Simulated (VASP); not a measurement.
A run of VASP 6.6.1 is set up as follows.

Contents of INCAR:

```
PREC = Accurate
ENCUT = 520
EDIFF = 1E-6
ISMEAR = 0
SIGMA = 0.05
LREAL = F
LASPH = T
NELM = 80
ALGO = Normal
ISIF = 2
LWAVE = F
LCHARG = T
GGA = PS
LELF = T
LVHAR = T
NBANDS = 15
```

File KPOINTS:

```
regular mesh
0
Gamma
  8 8 8
```

The input POSCAR:

```
KBr
1.0
    1.2874081599      4.0461399311      4.0461399311
    4.0461399311      1.2874081599      4.0461399311
    4.0461399311      4.0461399311      1.2874081599
K Br
1 1
Direct
    0.0000000000      0.0000000000      0.0000000000
    0.5000000000      0.5000000000      0.5000000000
```

Potentials or basis: VASP PAW PBE potentials, release 64 (K_sv, Br).

Run with:

```sh
$ cat potpaw_PBE.64/K_sv/POTCAR potpaw_PBE.64/Br/POTCAR > POTCAR
$ mpirun -np 1 vasp_std > vasp.out
```

Problem. Estimate the band gap on the k mesh.

Solution. 1.43 eV, direct.

Problem. What does it give for the pressure?

Solution. -1.3 GPa.

Stress tensor (GPa, compression positive):
```
-1.30 -4.57 -4.57
-4.57 -1.30 -4.57
-4.57 -4.57 -1.30
```

Caveat: the PAW data sets were made with another functional, which shifts forces and pressure a little. A k mesh can miss the band edges.
